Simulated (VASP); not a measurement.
Here is a VASP 6.6.1 calculation.

Contents of POSCAR:

```
GaSb
1.0
    0.0000000000      3.0658787979      2.9739024340
    3.0658787979      0.0000000000      2.9739024340
    3.0658787979      3.0658787979      0.0000000000
Ga Sb
1 1
Direct
    0.0000000000      0.0000000000      0.0000000000
    0.2500000000      0.2500000000      0.2500000000
```

File INCAR.step1:

```
SYSTEM = GaSb
ALGO = Normal ; EDIFF = 1E-5
ENCUT = 550 ; GGA = PE
GGA_COMPAT = .False. ; ISMEAR = -1
LASPH = .True. ; LCHARG = .False.
LREAL = .False. ; LWAVE = .True.
NBANDS = 21 ; NELM = 120
PREC = Accurate ; SIGMA = 0.02
```

File INCAR.step2:

```
SYSTEM = GaSb
ALGO = Normal ; EDIFF = 1E-6
ENCUT = 550 ; GGA_COMPAT = .False.
ISIF = 2 ; ISMEAR = -1
ISTART = 1 ; LASPH = .True.
LCHARG = .False. ; LMIXTAU = .True.
LREAL = .False. ; LWAVE = .False.
METAGGA = R2SCAN ; NBANDS = 21
NELM = 120 ; PREC = Accurate
SIGMA = 0.02
```

File KPOINTS:

```
k-points
0
Gamma
  8 8 8
  0 0 0
```

Potentials or basis: VASP PAW PBE potentials, release 64 (Ga_d, Sb_d_GW).

The run is started by

```sh
$ cat potpaw_PBE.64/Ga_d/POTCAR potpaw_PBE.64/Sb_d_GW/POTCAR > POTCAR
$ cp INCAR.step1 INCAR
$ mpirun -np 1 vasp_std > vasp.out
$ cp INCAR.step2 INCAR
$ mpirun -np 1 vasp_std > vasp.out
```

Question: Estimate the pressure.

Answer: 1.8 GPa.

Question: What does it give for the band gap on the k mesh?

Answer: 0.50 eV.

Stress tensor (GPa, compression positive):
```
1.27 0.00 0.00
0.00 1.27 0.00
0.00 0.00 2.72
```

Caveat: the cell differs from its parent crystal (uniaxial z strain -3.0%); semilocal functionals underestimate gaps, and a narrow one can read as zero; the PAW data sets were made with another functional, which shifts forces and pressure a little; spin-orbit coupling is left out, which moves the levels of the heavy elements. A k mesh can miss the band edges.
